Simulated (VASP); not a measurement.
# Mo (Pm-3m) in VASP: notebook, part 2 of 2

VASP 6.6.1. The steps go on from the part before.

## 4. Single point, r2SCAN (volume scaled by 1.08)

POSCAR reads:

```
Mo
1.0
    2.6593012517      0.0000000000      0.0000000000
    0.0000000000      2.6593012517      0.0000000000
    0.0000000000      0.0000000000      2.6593012517
Mo
1
Direct
    0.0000000000      0.0000000000      0.0000000000
```

INCAR.step1 reads:

```
SYSTEM = Mo
ALGO = Normal ; EDIFF = 1E-5
ENCUT = 550 ; GGA = PE
GGA_COMPAT = .False. ; ISMEAR = -1
LASPH = .True. ; LCHARG = .False.
LREAL = .False. ; LWAVE = .True.
NBANDS = 13 ; NELM = 120
PREC = Accurate ; SIGMA = 0.1
```

INCAR.step2 reads:

```
SYSTEM = Mo
ALGO = Normal ; EDIFF = 1E-6
ENCUT = 550 ; GGA_COMPAT = .False.
ISIF = 2 ; ISMEAR = -1
ISTART = 1 ; LASPH = .True.
LCHARG = .False. ; LMIXTAU = .True.
LREAL = .False. ; LWAVE = .False.
METAGGA = R2SCAN ; NBANDS = 13
NELM = 120 ; PREC = Accurate
SIGMA = 0.1
```

KPOINTS reads:

```
k-points
0
Gamma
  14 14 14
  0 0 0
```

Potentials or basis: VASP PAW PBE potentials, release 64 (Mo_sv).

On the command line:

```sh
$ cat potpaw_PBE.64/Mo_sv/POTCAR > POTCAR
$ cp INCAR.step1 INCAR
$ mpirun -np 1 vasp_std > vasp.out
$ cp INCAR.step2 INCAR
$ mpirun -np 1 vasp_std > vasp.out
```

OUTCAR:

```text
SYSTEM = Mo
   EDIFF = 1E-6
   ENCUT = 550
   ISIF = 2
   ISMEAR = -1
   ISTART = 1
   LASPH = .True.
   LREAL = .False.
   METAGGA = R2SCAN
   NELM = 120
   PREC = Accurate

 ion  position               nearest neighbor table
   1  0.000  0.000  0.000-

  LATTYP: Found a simple cubic cell.
 ALAT       =     2.6593012517

  Lattice vectors:

 A1 = (   2.6593012517,   0.0000000000,   0.0000000000)
 A2 = (   0.0000000000,   2.6593012517,   0.0000000000)
 A3 = (   0.0000000000,   0.0000000000,   2.6593012517)

Analysis of symmetry for initial positions (statically):
=====================================================================
 Subroutine PRICEL returns:
 Original cell was already a primitive cell.

 Routine SETGRP: Setting up the symmetry group for a
 simple cubic supercell.

 Subroutine GETGRP returns: Found 48 space group operations
 (whereof 48 operations were pure point group operations)
 out of a pool of 48 trial point group operations.

The static configuration has the point symmetry O_h .

Analysis of symmetry for dynamics (positions and initial velocities):
=====================================================================
[... 168 lines left out ...]
      5       3.1187      2.00000
      6       5.5907      2.00000
      7       5.5907      2.00000
      8      13.4807      0.00000
      9      13.4807      0.00000
     10      13.4807      0.00000
     11      25.5931      0.00000
     12      25.5931      0.00000
     13      25.5931      0.00000
[... 354 lines left out ...]
  band No.  band energies     occupation
      1     -53.0896      2.00000
      2     -26.9307      2.00000
      3     -26.3349      2.00000
      4     -25.7860      2.00000
      5       6.1291      2.00000
      6       7.0190      2.00000
      7       8.6956      1.99994
      8      11.1574      0.00000
      9      11.5823      0.00000
     10      12.5053      0.00000
     11      19.6219      0.00000
     12      24.8976      0.00000
     13      27.2544      0.00000

 [... further k-points ...]

------------------------ aborting loop because EDIFF is reached ----------------------------------------

  FORCE on cell =-STRESS in cart. coord.  units (eV):
  Direction    XX          YY          ZZ          XY          YZ          ZX
  --------------------------------------------------------------------------------------
  -------------------------------------------------------------------------------------
  Total       -1.5343531     -1.5343531     -1.5343531      0.0000000     -0.0000000     -0.0000000
  in kB     -130.7173668   -130.7173668   -130.7173668      0.0000000     -0.0000000     -0.0000000
  external PRESSURE =    -130.7173668 kB  Pullay stress =       0.0000000 kB

 VOLUME and BASIS-vectors are now :
 -----------------------------------------------------------------------------
  energy-cutoff  :      550.00
  volume of cell :       18.81
      direct lattice vectors                 reciprocal lattice vectors
     2.659301252  0.000000000  0.000000000     0.376038630  0.000000000  0.000000000
     0.000000000  2.659301252  0.000000000     0.000000000  0.376038630  0.000000000
     0.000000000  0.000000000  2.659301252     0.000000000  0.000000000  0.376038630

 POSITION                                       TOTAL-FORCE (eV/Angst)
 -----------------------------------------------------------------------------------
      0.00000      0.00000      0.00000         0.000000      0.000000      0.000000
 -----------------------------------------------------------------------------------
    total drift:                               -0.000000      0.000000      0.000000

  FREE ENERGIE OF THE ION-ELECTRON SYSTEM (eV)
  ---------------------------------------------------
  free  energy   TOTEN  =       -24.8179897603 eV

  energy  without entropy=      -24.7770977639  energy(sigma->0) =      -24.79754376
```

OUTCAR.step1:

```text
SYSTEM = Mo
   EDIFF = 1E-5
   ENCUT = 550
   GGA = PE
   ISMEAR = -1
   LASPH = .True.
   LREAL = .False.
[... 599 lines left out ...]
 -----------------------------------------------------------------------------------
      0.00000      0.00000      0.00000         0.000000      0.000000      0.000000
 -----------------------------------------------------------------------------------
    total drift:                               -0.000000      0.000000      0.000000

  FREE ENERGIE OF THE ION-ELECTRON SYSTEM (eV)
  ---------------------------------------------------
  free  energy   TOTEN  =        -9.7604929238 eV

  energy  without entropy=       -9.7185660175  energy(sigma->0) =       -9.73952947
```

Run time: 44 s. Hardware: 1 thread of Intel Xeon 6975P-C (Granite Rapids), shared host; peak memory 0.14 GiB.

Results:

```
Free energy            : -24.8180 eV
Pressure               : -13.1 GPa
Band gap on the k mesh : zero (band 7 reaches 11.31 eV, above the bottom of band 8 at 8.84 eV)
```

Caveat: the PAW data sets were made with another functional, which shifts forces and pressure a little.

## 5. Single point, r2SCAN (volume scaled by 1.12)

POSCAR reads:

```
Mo
1.0
    2.6917349513      0.0000000000      0.0000000000
    0.0000000000      2.6917349513      0.0000000000
    0.0000000000      0.0000000000      2.6917349513
Mo
1
Direct
    0.0000000000      0.0000000000      0.0000000000
```

INCAR.step1 reads:

```
SYSTEM = Mo
PREC = Accurate
ENCUT = 550
ISMEAR = -1
SIGMA = 0.1
LREAL = .False.
LASPH = .True.
NELM = 120
NBANDS = 13
GGA = PE
ALGO = Normal
EDIFF = 1E-5
LWAVE = .True.
LCHARG = .False.
GGA_COMPAT = .False.
```

INCAR.step2 reads:

```
SYSTEM = Mo
PREC = Accurate
ENCUT = 550
EDIFF = 1E-6
ISMEAR = -1
SIGMA = 0.1
LREAL = .False.
LASPH = .True.
NELM = 120
ALGO = Normal
ISIF = 2
LWAVE = .False.
LCHARG = .False.
METAGGA = R2SCAN
LMIXTAU = .True.
NBANDS = 13
ISTART = 1
GGA_COMPAT = .False.
```

KPOINTS reads:

```
Automatic mesh
0
Gamma
  14 14 14
  0 0 0
```

On the command line:

```sh
$ cat potpaw_PBE.64/Mo_sv/POTCAR > POTCAR
$ cp INCAR.step1 INCAR
$ mpirun -np 1 vasp_std > vasp.out
$ cp INCAR.step2 INCAR
$ mpirun -np 1 vasp_std > vasp.out
```

Wall time 44 s (1 thread of Intel Xeon 6975P-C (Granite Rapids), shared host); peak memory 0.15 GiB.

It converged, with:

| Quantity | Value |
| --- | --- |
| Free energy | -24.7509 eV |
| Pressure | -17.7 GPa |
| Band gap on the k mesh | zero (band 7 reaches 10.72 eV, above the bottom of band 8 at 8.36 eV) |

Levels at points of the mesh, in eV from the Fermi level:
```
           k point  band 3  band 4  band 5  band 6  band 7  band 8  band 9  band 10  band 11  band 12
(0.00, 0.00, 0.00)  -35.73  -35.73   -6.49   -3.97   -3.97    3.56    3.56     3.56    15.55    15.55
(0.50, 0.00, 0.00)  -35.62  -35.62   -3.51   -3.16   -0.06    0.75    0.75     3.83     8.33    14.70
(0.50, 0.50, 0.00)  -36.74  -35.53   -4.75   -2.28    1.31    1.31    5.34     5.43     5.43    13.74
(0.50, 0.50, 0.50)  -36.59  -36.59   -3.27   -3.27   -3.27    5.53    5.53     8.35    11.96    11.96
```

Caveat: the PAW data sets were made with another functional, which shifts forces and pressure a little.

## 6. Summary

```csv
cell,gap on the mesh (eV),pressure (GPa)
"a = 2.592 Å, 1 atom",none,-0.2
"a = 2.626 Å, 1 atom",none,-7.3
"a = 2.659 Å, 1 atom",none,-13.1
"a = 2.692 Å, 1 atom",none,-17.7
```

Alike in all rows: task single point; level r2SCAN; potentials or basis VASP PAW PBE potentials, release 64 (Mo_sv); no spin polarisation; k mesh 14 × 14 × 14; cutoff (eV) 550; smearing fermi-dirac 0.1 eV.

Caveats: the PAW data sets were made with another functional, which shifts forces and pressure a little.

Absolute energies hang on the potentials; compare differences alone.
